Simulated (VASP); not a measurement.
# Si16O (a cell with a defect) in VASP: further runs

Si16O (a cell with a defect) is run at these levels: PBE; tasks: single point.

Program: VASP 6.6.1. These are calculated values, not measurements. Logs are shortened: lines on timing, memory, paths and dates and some standing lists are left out, and cuts for length are marked.

## (1) The cell of the first run

The cell holds a defect, 17 atoms: a = 7.679 Å, b = 7.679 Å, c = 7.679 Å, α = 60.00°, β = 60.00°, γ = 60.00°.

## (2) Single point, PBE, collinear spin, ferromagnetic start

INCAR

```
SYSTEM = Si16O
PREC = Accurate
ENCUT = 520
EDIFF = 1E-6
ISMEAR = -1
SIGMA = 0.02
LREAL = Auto
LASPH = .TRUE.
NELM = 150
ALGO = Normal
ISIF = 2
LWAVE = .FALSE.
LCHARG = .FALSE.
ISPIN = 2
MAGMOM = 0 0 0 0 0 0 0 0 0 0 0 0 0 0 0 0 1
LORBIT = 11
GGA = PE
NBANDS = 53
```

KPOINTS

```
regular mesh
0
G
  2 2 2
  0 0 0
```

POSCAR

```
Si16O
1.0
    0.0000000000      5.4300000000      5.4300000000
    5.4300000000      0.0000000000      5.4300000000
    5.4300000000      5.4300000000      0.0000000000
Si O
16 1
Direct
    0.0032872928      0.0155156538      0.0244659300
    0.0943186004      0.0937108656      0.2094935543
   -0.1075046041     -0.0433425414      0.6205064457
    0.1214180479      0.0659116022      0.6214732965
    0.0103591160      0.4693093923      0.0176887661
    0.0998618785      0.6501565378      0.1096224678
    0.0024861878      0.4662246777      0.5315469613
    0.1533517495      0.5868692449      0.6235911602
    0.4840239411     -0.0089410681      0.0576519337
    0.6364917127      0.1322559853      0.0798618785
    0.5003038674     -0.0472099448      0.4549263352
    0.5421915285      0.1770349908      0.5899079190
    0.4473572744      0.5281123389     -0.0018876611
    0.6613259669      0.6195211786      0.0773848987
    0.5962430939      0.4809392265      0.4410128913
    0.6499263352      0.5969244936      0.6318047882
    0.4208195212      1.1109116022      0.8377624309
```

Potentials or basis: VASP PAW PBE potentials, release 64 (Si, O).

The run is started by

```bash
> cat potpaw_PBE.64/Si/POTCAR potpaw_PBE.64/O/POTCAR > POTCAR
> mpirun -np 1 vasp_std > vasp.out
```

OUTCAR:

```text
SYSTEM = Si16O
   PREC = Accurate
   ENCUT = 520
   EDIFF = 1E-6
   ISMEAR = -1
   LREAL = Auto
   LASPH = .TRUE.
   NELM = 150
   ISIF = 2
   ISPIN = 2
   LORBIT = 11
   GGA = PE

 ion  position               nearest neighbor table
   1  0.003  0.016  0.024-   2 2.27   6 2.33  10 2.36   4 2.63
   2  0.094  0.094  0.209-   1 2.27   5 2.40   9 2.45   3 2.62
   3  0.892  0.957  0.621-   4 2.30  12 2.42   8 2.52   2 2.62
   4  0.121  0.066  0.621-   3 2.30  11 2.39   7 2.54   1 2.63
   5  0.010  0.469  0.018-  14 2.22   6 2.31   2 2.40   8 2.47
   6  0.100  0.650  0.110-  13 2.18   5 2.31   1 2.33   7 2.67
   7  0.002  0.466  0.532-  16 2.21   8 2.29   4 2.54   6 2.67
   8  0.153  0.587  0.624-   7 2.29   5 2.47   3 2.52  15 2.79  12 3.09
   9  0.484  0.991  0.058-  17 1.66  10 2.06  14 2.43   2 2.45  11 2.98  12 3.01
  10  0.636  0.132  0.080-   9 2.06   1 2.36  11 2.40  13 2.52
  11  0.500  0.953  0.455-  16 2.31   4 2.39  10 2.40  12 2.61   9 2.98
  12  0.542  0.177  0.590-  17 1.58  15 2.18   3 2.42  11 2.61   9 3.01   8 3.09
  13  0.447  0.528  0.998-   6 2.18  16 2.36  14 2.48  10 2.52
  14  0.661  0.620  0.077-   5 2.22  15 2.31   9 2.43  13 2.48
  15  0.596  0.481  0.441-  12 2.18  14 2.31  16 2.32   8 2.79
  16  0.650  0.597  0.632-   7 2.21  11 2.31  15 2.32  13 2.36
  17  0.421  0.111  0.838-  12 1.58   9 1.66

  LATTYP: Found a face centered cubic cell.
 ALAT       =    10.8600000000

  Lattice vectors:

 A1 = (   0.0000000000,   5.4300000000,   5.4300000000)
 A2 = (   5.4300000000,   0.0000000000,   5.4300000000)
 A3 = (   5.4300000000,   5.4300000000,   0.0000000000)

Analysis of symmetry for initial positions (statically):
=====================================================================
 Subroutine PRICEL returns:
 Original cell was already a primitive cell.

 Routine SETGRP: Setting up the symmetry group for a
 face centered cubic supercell.

 Subroutine GETGRP returns: Found  1 space group operations
 (whereof  1 operations were pure point group operations)
 out of a pool of 48 trial point group operations.

The static configuration has the point symmetry C_1 .

Analysis of symmetry for dynamics (positions and initial velocities):
=====================================================================
 Subroutine PRICEL returns:
 Original cell was already a primitive cell.

 Routine SETGRP: Setting up the symmetry group for a
 face centered cubic supercell.

 Subroutine GETGRP returns: Found  1 space group operations
 (whereof  1 operations were pure point group operations)
 out of a pool of 48 trial point group operations.

The dynamic configuration has the point symmetry C_1 .

Analysis of structural, dynamic, and magnetic symmetry:
=====================================================================
 Subroutine PRICEL returns:
 Original cell was already a primitive cell.

 Routine SETGRP: Setting up the symmetry group for a
 face centered cubic supercell.

 Subroutine GETGRP returns: Found  1 space group operations
 (whereof  1 operations were pure point group operations)
 out of a pool of 48 trial point group operations.

The overall configuration has the point symmetry C_1 .

 Subroutine INISYM returns: Found  1 space group operations
 (whereof  1 operations are pure point group operations),
 and found     1 'primitive' translations

----------------------------------------------------------------------------------------

                                     Primitive cell

  volume of cell :     320.2060

  direct lattice vectors                    reciprocal lattice vectors
     0.000000000  5.430000000  5.430000000    -0.092081031  0.092081031  0.092081031
     5.430000000  0.000000000  5.430000000     0.092081031 -0.092081031  0.092081031
     5.430000000  5.430000000  0.000000000     0.092081031  0.092081031 -0.092081031

  length of vectors
     7.679179644  7.679179644  7.679179644     0.159489025  0.159489025  0.159489025

  position of ions in fractional coordinates (direct lattice)
     0.003287293  0.015515654  0.024465930
     0.094318600  0.093710866  0.209493554
     0.892495396  0.956657459  0.620506446
     0.121418048  0.065911602  0.621473296
     0.010359116  0.469309392  0.017688766
     0.099861879  0.650156538  0.109622468
[... 9 lines left out ...]
     0.649926335  0.596924494  0.631804788
     0.420819521  0.110911602  0.837762431

  ion indices of the primitive-cell ions
[... 62 lines left out ...]
   NGXF,Y,Z  is equivalent  to a cutoff of  25.98, 25.98, 25.98 a.u.
 SYSTEM =  Si16O
   PREC   = accura    normal or accurate (medium, high low for compatibility)
   ISTART =      0    job   : 0-new  1-cont  2-samecut
   ICHARG =      2    charge: 1-file 2-atom 10-const
   ISPIN  =      2    spin polarized calculation?
   LNONCOLLINEAR =      F non collinear calculations
   LSORBIT =      F    spin-orbit coupling
   LASPH  =      T    aspherical Exc in radial PAW
   ENCUT  =  520.0 eV  38.22 Ry    6.18 a.u.  14.28 14.28 14.28*2*pi/ulx,y,z
   NELM   =    150;   NELMIN=  2; NELMDL= -5     # of ELM steps
   EDIFF  = 0.1E-05   stopping-criterion for ELM
   LREAL  =      T    real-space projection
   EDIFFG = 0.1E-04   stopping-criterion for IOM
   NSW    =      0    number of steps for IOM
   IBRION =     -1    ionic relax: 0-MD 1-quasi-New 2-CG
   NFREE  =      0    steps in history (QN), initial steepest desc. (CG)
   ISIF   =      2    stress and relaxation
   ISYM   =      2    0-nonsym 1-usesym 2-fastsym
   POTIM  = 0.5000    time-step for ionic-motion
   TEBEG  =    0.0;   TEEND  =   0.0 temperature during run
   PSTRESS=    0.0 pullay stress
   NELECT =      70.0000    total number of electrons
   NUPDOWN=      -1.0000    fix difference up-down
   EMIN   =  10.00;   EMAX   =-10.00  energy-range for DOS
   EFERMI =   0.00;   METHOD = LEGACY
   ISMEAR =    -1;   SIGMA  =   0.02  broadening in eV -4-tet -1-fermi 0-gaus
   EFERMI_NEDOS =   21; number of points for ismear=-14 and -15
   IALGO  =     38    algorithm
   IMIX   =      4    mixing-type and parameters
     AMIX     =   0.40;   BMIX     =  1.00
     AMIX_MAG =   1.60;   BMIX_MAG =  1.00
  volume/ion in A,a.u.               =      18.84       127.11
  Fermi-wavevector in a.u.,A,eV,Ry     =   0.986199  1.863645 13.232857  0.972588
  Thomas-Fermi vector in A             =   2.117562
   LORBIT       =     11    0 simple, 1 ext, 2 COOP (PROOUT), +10 PAW based schemes
   GGA     = PE    functional components
   LHFCALC =     F    Hartree Fock is set to
   AEXX    =    0.0000 exact exchange contribution
   IVDW    =     0    specifies the selected vdW correction
   LEPSILON=     F    determine dielectric tensor
   LRPA    =     F    only Hartree local field effects (RPA)
 spin polarized calculation
  energy-cutoff  :      520.00
  volume of cell :      320.21
 maximum number of plane-waves:      8646
 NGX is ok and might be reduce to    60
   NGX = 29   NGY = 29   NGZ = 29

 number of electron      70.0000002 magnetization      -0.0000456

 number of electron      70.0000002 magnetization       0.0000164

 Free energy of the ion-electron system (eV)
  ---------------------------------------------------
  ext. energy  EPLUGINS =         0.00000000
  ---------------------------------------------------
  free energy    TOTEN  =       -88.23317315 eV

  energy without entropy =      -88.22686741  energy(sigma->0) =      -88.23002028

 E-fermi :   6.1791     XC(G=0):  -9.6060

 val. band max:        6.1642949974   @ k =   0.5000   0.0000   0.0000
 cond. band min:       6.1938370698   @ k =   0.0000   0.0000   0.0000
 fundamental gap:      0.0295420725
 Fermi energy:         6.1790782041

 spin component 1

 k-point     1 :       0.0000    0.0000    0.0000
  band No.  band energies     occupation
      1     -14.9518      1.00000
      2      -5.8756      1.00000
      3      -4.7560      1.00000
      4      -3.7605      1.00000
      5      -3.5446      1.00000
      6      -3.4015      1.00000
[... 389 lines left out ...]
     46      10.0359      0.00000
     47      10.1457      0.00000
 Fermi energy:         6.1790782041

 spin component 2

 k-point     1 :       0.0000    0.0000    0.0000
  band No.  band energies     occupation
      1     -14.9518      1.00000
      2      -5.8756      1.00000
      3      -4.7560      1.00000
      4      -3.7605      1.00000
      5      -3.5446      1.00000
      6      -3.4015      1.00000
[... 389 lines left out ...]
     46      10.0359      0.00000
     47      10.1457      0.00000
 [bands above 47 left out]

------------------------ aborting loop because EDIFF is reached ----------------------------------------

  FORCE on cell =-STRESS in cart. coord.  units (eV):
  Direction    XX          YY          ZZ          XY          YZ          ZX
  --------------------------------------------------------------------------------------
  -------------------------------------------------------------------------------------
  Total        4.7574458      8.7063818     11.0038418      1.0718367      4.6581951     -0.3927179
  in kB       23.8042742     43.5631028     55.0586347      5.3630240     23.3076651     -1.9649967
  external PRESSURE =      40.8086706 kB  Pullay stress =       0.0000000 kB

 VOLUME and BASIS-vectors are now :
 -----------------------------------------------------------------------------
  energy-cutoff  :      520.00
  volume of cell :      320.21
      direct lattice vectors                 reciprocal lattice vectors
     0.000000000  5.430000000  5.430000000    -0.092081031  0.092081031  0.092081031
     5.430000000  0.000000000  5.430000000     0.092081031 -0.092081031  0.092081031
     5.430000000  5.430000000  0.000000000     0.092081031  0.092081031 -0.092081031

 POSITION                                       TOTAL-FORCE (eV/Angst)
 -----------------------------------------------------------------------------------
      0.21710      0.15070      0.10210        -1.703567     -1.553236     -0.267031
      1.64640      1.64970      1.02100         1.100600      1.298602      0.161927
      8.56400      8.21560     10.04090        -1.837526      0.042641      0.553275
      3.73250      4.03390      1.01720         1.878200      0.516150      1.027212
      2.64440      0.15230      2.60460        -1.565404      0.082150      0.819540
      4.12560      1.13750      4.07260         2.081444      0.398642     -1.819832
[... 9 lines left out ...]
      6.67200      6.95980      6.77040         0.734443     -0.791661     -0.690459
      5.15130      6.83410      2.88730         1.316019     -0.327843     -1.383681
 -----------------------------------------------------------------------------------
    total drift:                                0.002822     -0.003015     -0.000941

  FREE ENERGIE OF THE ION-ELECTRON SYSTEM (eV)
  ---------------------------------------------------
  free  energy   TOTEN  =       -88.2331731540 eV

  energy  without entropy=      -88.2268674137  energy(sigma->0) =      -88.23002028

 total charge

# of ion       s       p       d       tot
------------------------------------------
    1        0.759   0.907   0.000   1.666
    2        0.769   0.877   0.000   1.646
    3        0.794   0.847   0.000   1.641
    4        0.760   0.848   0.000   1.609
    5        0.754   0.934   0.000   1.689
    6        0.754   0.953   0.000   1.707
[... 9 lines left out ...]
   16        0.751   0.971   0.000   1.722
   17        1.576   3.660   0.000   5.236
--------------------------------------------------
tot         13.770  18.288   0.000  32.059

 magnetization (x)

# of ion       s       p       d       tot
------------------------------------------
    1        0.000   0.000   0.000   0.000
    2        0.000   0.000   0.000   0.000
    3        0.000   0.000   0.000   0.000
    4       -0.000  -0.000   0.000  -0.000
    5        0.000   0.000   0.000   0.000
    6        0.000   0.000   0.000   0.000
[... 9 lines left out ...]
   16       -0.000  -0.000   0.000  -0.000
   17        0.000  -0.000   0.000  -0.000
--------------------------------------------------
tot          0.000   0.000   0.000   0.000
```

Wall time 14 min (1 thread of Oxide Virtual Turin-like, shared host); peak memory 0.67 GiB.

What came out:

* Free energy: -88.2332 eV
* Pressure: 4.1 GPa
* Largest force: 4.570 eV/Å
* Band gap on the k mesh: 0.03 eV
* Net moment: 0.00 μB per cell
* Valence electrons inside the program's atomic spheres: Si 1.67, 1.65, 1.64, 1.61, 1.69, 1.71, 1.66, 1.70, 1.75, 1.68, 1.72 (each value once); O 5.24

Forces on the atoms (eV/Å):
```
Si  -1.704 -1.553 -0.267
Si   1.101  1.299  0.162
Si  -1.838  0.043  0.553
Si   1.878  0.516  1.027
Si  -1.565  0.082  0.820
Si   2.081  0.399 -1.820
Si  -2.489  0.326  0.773
Si   0.855  0.705  0.486
Si  -1.905 -1.496 -3.875
Si   2.685  1.730  3.042
Si   1.705 -0.150  1.020
Si  -3.676 -0.214 -0.260
Si  -1.914  2.478  1.406
Si   1.323 -1.537 -0.712
Si   1.412 -1.507 -0.281
Si   0.734 -0.792 -0.690
O    1.316 -0.328 -1.384
```

Stress tensor (GPa, compression positive):
```
 2.38  0.54 -0.20
 0.54  4.36  2.33
-0.20  2.33  5.51
```

Caveat: the k points lie up to 0.50 Å⁻¹ apart; the atoms stand as in a frame of molecular dynamics.

## (3) Single point, PBE, collinear spin, ferromagnetic start

INCAR

```
SYSTEM = Si16O
PREC     = Accurate       ! precision mode
ENCUT    = 520            ! plane-wave cutoff, eV
EDIFF    = 1E-7           ! SCF threshold, eV
ISMEAR   = -1             ! smearing method
SIGMA    = 0.02           ! smearing width, eV
LREAL    = Auto         
LASPH    = .True.         ! aspherical terms in the spheres
NELM     = 150            ! most SCF steps
ALGO     = Normal         ! electronic algorithm
ISIF     = 2              ! what is computed and relaxed
LWAVE    = .False.        ! write WAVECAR
LCHARG   = .False.        ! write CHGCAR
ISPIN    = 2              ! spin polarisation
MAGMOM   = 0 0 0 0 0 0 0 0 0 0 0 0 0 0 0 0 1 ! initial moments
LORBIT   = 11             ! projections on sites
GGA      = PE             ! functional
NBANDS   = 53             ! bands
```

KPOINTS

```
Automatic mesh
0
Gamma
  2 2 2
  0 0 0
```

POSCAR

```
Si16O
1.0
    0.0000000000      5.4300000000      5.4300000000
    5.4300000000      0.0000000000      5.4300000000
    5.4300000000      5.4300000000      0.0000000000
Si O
16 1
Direct
    0.0179465930      0.0178360958     -0.0195303867
    0.0871362799      0.0920165746      0.2112799263
   -0.0912707182     -0.0518968692      0.5989871087
    0.0974309392      0.0785911602      0.6210589319
    0.0297790055      0.4539779006      0.0110128913
    0.0980939227      0.6366022099      0.1355709024
    0.0123756906      0.4549539595      0.5223941068
    0.1452670350      0.5913996317      0.6499263352
    0.4703959484     -0.0247053407      0.0952946593
    0.6601289134      0.1586372007      0.1062799263
    0.4882596685     -0.0149631676      0.4637292818
    0.5668324125      0.1287108656      0.6011049724
    0.4660957643      0.5164088398      0.0482872928
    0.6722467772      0.6618784530      0.0411970534
    0.6159116022      0.4787661142      0.4356906077
    0.6329097606      0.5542173112      0.6790423573
    0.4111602210      1.0675322284      0.8673480663
```

Potentials or basis: VASP PAW PBE potentials, release 64 (Si, O).

The run is started by

```bash
> cat potpaw_PBE.64/Si/POTCAR potpaw_PBE.64/O/POTCAR > POTCAR
> mpirun -np 1 vasp_std > vasp.out
```

Run time: 14 min. Hardware: 1 thread of Oxide Virtual Turin-like, shared host; peak memory 0.68 GiB.

It converged, with:

```
Free energy                                           : -88.4336 eV
Pressure                                              : 1.3 GPa
Largest force                                         : 2.629 eV/Å
Band gap on the k mesh                                : 0.20 eV
Net moment                                            : 0.00 μB per cell
Valence electrons inside the program's atomic spheres : Si 1.67, 1.63, 1.71, 1.69, 1.66, 1.62, 1.70, 1.65, 1.64, 1.60 (each value once); O 5.10
```

Forces on the atoms (eV/Å):
```
Si  -0.174  1.384 -0.310
Si  -0.430  0.256 -0.419
Si  -1.482  0.116  0.142
Si   0.867  0.995  2.274
Si   0.932  0.323  0.179
Si   0.504  0.343 -0.707
Si   0.571 -0.287  0.325
Si  -2.072 -0.318  0.384
Si   1.051 -1.048  1.335
Si  -0.247 -1.079 -2.196
Si  -0.473  0.803 -1.434
Si   1.568  0.126 -0.245
Si  -0.745 -0.498  0.439
Si   0.008  1.710 -0.817
Si   0.224 -1.177 -2.038
Si   0.449 -0.818  1.642
O   -0.551 -0.833  1.446
```

Stress tensor (GPa, compression positive):
```
 2.91 -0.75 -0.48
-0.75  2.26  0.33
-0.48  0.33 -1.13
```

Levels at points of the mesh, in eV from the valence-band top:
Spin up:
| k point | band 31 | band 32 | band 33 | band 34 | band 35 | band 36 | band 37 | band 38 | band 39 | band 40 |
| --- | --- | --- | --- | --- | --- | --- | --- | --- | --- | --- |
| (0.00, 0.00, 0.00) | -0.96 | -0.79 | -0.40 | -0.19 | -0.12 | 0.20 | 0.32 | 0.39 | 0.56 | 0.80 |
| (0.50, 0.00, 0.00) | -1.23 | -1.15 | -0.89 | -0.57 | -0.48 | 0.49 | 0.67 | 1.02 | 1.26 | 1.31 |
| (0.00, 0.50, 0.00) | -1.65 | -1.47 | -1.07 | -0.65 | -0.23 | 0.64 | 0.75 | 0.86 | 0.92 | 1.42 |
| (0.00, 0.00, 0.50) | -1.40 | -1.21 | -0.69 | -0.52 | 0.00 | 0.51 | 0.69 | 0.85 | 1.12 | 1.34 |
| (0.50, 0.50, 0.50) | -1.44 | -1.32 | -0.89 | -0.49 | -0.15 | 0.41 | 0.55 | 1.04 | 1.18 | 1.50 |
| (0.50, 0.50, 0.00) | -1.63 | -1.36 | -1.06 | -1.04 | -0.61 | 0.60 | 0.90 | 1.37 | 1.77 | 1.98 |
| (0.00, 0.50, 0.50) | -1.54 | -1.45 | -1.24 | -0.79 | -0.37 | 0.78 | 1.01 | 1.41 | 1.57 | 1.79 |
| (0.50, 0.00, 0.50) | -1.69 | -1.40 | -1.03 | -0.72 | -0.34 | 0.82 | 1.04 | 1.29 | 1.78 | 1.92 |
Spin down:
```tsv
k point	band 31	band 32	band 33	band 34	band 35	band 36	band 37	band 38	band 39	band 40
(0.00, 0.00, 0.00)	-0.96	-0.79	-0.40	-0.19	-0.12	0.20	0.32	0.39	0.56	0.80
(0.50, 0.00, 0.00)	-1.23	-1.15	-0.89	-0.57	-0.48	0.49	0.67	1.02	1.26	1.31
(0.00, 0.50, 0.00)	-1.65	-1.47	-1.07	-0.65	-0.23	0.64	0.75	0.86	0.92	1.42
(0.00, 0.00, 0.50)	-1.40	-1.21	-0.69	-0.52	0.00	0.51	0.69	0.85	1.12	1.34
(0.50, 0.50, 0.50)	-1.44	-1.32	-0.89	-0.49	-0.15	0.41	0.55	1.04	1.18	1.50
(0.50, 0.50, 0.00)	-1.63	-1.36	-1.06	-1.04	-0.61	0.60	0.90	1.37	1.77	1.98
(0.00, 0.50, 0.50)	-1.54	-1.45	-1.24	-0.79	-0.37	0.78	1.01	1.41	1.57	1.79
(0.50, 0.00, 0.50)	-1.69	-1.40	-1.03	-0.72	-0.34	0.82	1.04	1.29	1.78	1.92
```

Caveat: the k points lie up to 0.50 Å⁻¹ apart; the atoms stand as in a frame of molecular dynamics.
